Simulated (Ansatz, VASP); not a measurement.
# Two plane-wave programs on Cu

Contents of POSCAR:

```
Cu
1.0
    0.0000000000      1.8075000000      1.8075000000
    1.7352000000      0.0000000000      1.8075000000
    1.7352000000      1.8075000000      0.0000000000
Cu
1
Direct
    0.0000000000      0.0000000000      0.0000000000
```

Contents of INCAR.step1:

```
  ALGO = Normal
  EDIFF = 1E-4
  ENCUT = 520
  GGA = PE
  ISMEAR = 0
  LASPH = T
  LCHARG = F
  LREAL = F
  LWAVE = T
  NBANDS = 12
  NELM = 100
  PREC = Accurate
  SIGMA = 0.15
```

The input INCAR.step2:

```
  ALGO = Normal
  EDIFF = 1E-6
  ENCUT = 520
  ISIF = 2
  ISMEAR = 0
  ISTART = 1
  LASPH = T
  LCHARG = F
  LMIXTAU = T
  LREAL = F
  LWAVE = F
  METAGGA = R2SCAN
  NBANDS = 12
  NELM = 100
  PREC = Accurate
  SIGMA = 0.15
```

KPOINTS

```
k-points
0
Gamma
  22 22 22
```

Input for Ansatz:

```yaml
crystal:
  lattice:
    - [0.0, 1.8075, 1.8075]
    - [1.7352, 0.0, 1.8075]
    - [1.7352, 1.8075, 0.0]
  atoms:
    - { symbol: Cu, position: [0.0, 0.0, 0.0] }
basis:
  ecutwfc: 500
kpoints:
  mp_grid: { grid: [22, 22, 22] }
hamiltonian:
  xc: r2scan
scf:
  occupations: { method: gaussian, width: 0.15 }
output:
  forces: true
  stress: true
  eigenvalues: true
```

Change from the starting cell: strain -0.0400 x Voigt [1, 0, 0, 0, 0, 0], atoms carried along.

Alike in both runs: task single point; functional r2SCAN; k mesh 22 × 22 × 22; occupations gaussian, width 0.15 eV; no spin polarisation.

|  | VASP | Ansatz |
| --- | --- | --- |
| version | VASP 6.6.1 | Ansatz 0.2.0 |
| potentials or method | VASP PAW PBE potentials, release 64 (Cu), cutoff 520 eV | scalar-relativistic, plane waves, PAW |
| valence electrons in the cell | 11 | 19 |

|  | VASP | Ansatz | Ansatz less VASP |
| --- | --- | --- | --- |
| gap on the k mesh at the Fermi level (eV) | none | none | - |
| pressure (GPa) | 2.2 | 1.5 | -0.61 |
| traceless stress, the component that is largest in VASP (GPa) | 1.46 | 1.47 | +0.008 |

VASP's potentials were made for PBE, not for r2SCAN. A gap of «none» marks a metal or a gap that the smearing closes. VASP's potentials hold 11 valence electrons a cell and Ansatz's 19, so a difference there can come from the potentials and not from the codes.
